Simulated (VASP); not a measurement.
## TiB2: single point with r2SCAN

The system is TiB2.

```
CELL_PARAMETERS angstrom
3.03174 0.00000 0.00000
-1.51587 2.62556 0.00000
0.00000 0.00000 3.22443
ATOMIC_POSITIONS crystal
Ti 0.00000 0.00000 0.00000
B 0.33333 0.66667 0.50000
B 0.66667 0.33333 0.50000
```

```yaml
Program: VASP 6.6.1
Task: single point
Functional: r2SCAN
Potentials_or_basis: VASP PAW PBE potentials, release 64 (Ti_sv, B)
Cutoff: 520 eV
k_mesh: 12 × 12 × 12
Occupations: gaussian, width 0.1 eV
Spin: no spin polarisation
```

```json
{
  "Pressure": "-0.6 GPa",
  "Band gap on the k mesh": "zero (band 9 reaches 10.60 eV, above the bottom of band 10 at 9.87 eV)"
}
```

Stress tensor (GPa, compression positive):
```
-1.07  0.00  0.00
 0.00 -1.07  0.00
 0.00  0.00  0.29
```

Levels at points of the mesh, in eV from the Fermi level:
| k point | band 6 | band 7 | band 8 | band 9 | band 10 | band 11 | band 12 | band 13 |
| --- | --- | --- | --- | --- | --- | --- | --- | --- |
| (0.00, 0.00, 0.00) | -2.77 | -2.77 | -2.56 | -2.17 | 2.00 | 2.00 | 3.88 | 3.88 |
| (0.50, 0.00, 0.00) | -9.99 | -3.54 | -3.43 | -2.36 | 1.41 | 2.88 | 3.38 | 3.49 |
| (0.00, 0.00, 0.50) | -8.12 | -0.62 | -0.62 | -0.21 | -0.21 | 0.48 | 0.48 | 1.80 |
| (0.50, 0.00, 0.50) | -8.13 | -4.95 | -4.07 | -3.50 | 2.65 | 3.06 | 4.64 | 4.80 |

Wall time 2.5 min on 1 thread of Intel(R) Xeon(R) Platinum 8375C CPU @ 2.90GHz (Ice Lake), on a shared host, peak memory 0.18 GiB.

Caveat: the PAW data sets were made with another functional, which shifts forces and pressure a little.
